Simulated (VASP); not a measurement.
Crystal: W2Cl.

```
CELL_PARAMETERS angstrom
4.61763 0.00000 0.00000
-2.30882 3.99899 0.00000
0.00000 0.00000 2.85947
ATOMIC_POSITIONS crystal
W 0.33333 0.66667 0.50000
W 0.66667 0.33333 0.50000
Cl 0.00000 0.00000 0.00000
```

The cell was generated, and may not be a known phase.

```yaml
Program: VASP 6.6.1
Task: relaxation of cell and atoms
Functional: PBE
Potentials_or_basis: VASP PAW PBE potentials, release 64 (W_sv, Cl)
Cutoff: 600 eV
k_mesh: 6 × 6 × 6
Occupations: gaussian, width 0.1 eV
Spin: no spin polarisation
```

At the start: pressure -1.2 GPa; volume 17.60 Å³/atom.

Q: How do energy, volume and symmetry change on relaxing?

A: Over 6 steps the energy falls by 13.2 meV/atom and the volume is 17.43 Å³/atom (-1.0 %); space group P6/mmm (No. 191, to 0.1 Å) before and after.

Step by step:
| step | energy change (eV) | largest force (eV/Å) | pressure (GPa) | volume (Å³) |
| --- | --- | --- | --- | --- |
| 1 | 0.0000 | 0.0000 | -1.15 | 52.80 |
| 2 | -0.0256 | 0.0000 | 1.59 | 51.80 |
| 3 | -0.0394 | 0.0000 | 0.39 | 52.16 |
| 4 | -0.0394 | 0.0000 | 0.36 | 52.17 |
| 5 | -0.0393 | 0.0000 | -0.50 | 52.46 |
| 6 | -0.0395 | 0.0000 | -0.03 | 52.30 |

Final structure:
```
W Cl
1.0
     4.65397    0.00000    0.00000
    -2.32699    4.03046    0.00000
     0.00000    0.00000    2.78811
W Cl
2 1
Cartesian
  0.0000 2.6870 1.3941
  2.3270 1.3435 1.3941
  0.0000 0.0000 0.0000
```

Caveat: the k points lie up to 0.38 Å⁻¹ apart in the final cell, too coarse for converged energies and pressures of a metal; an odd number of electrons without spin polarisation forces a metal; a magnetic or distorted state may lie lower.
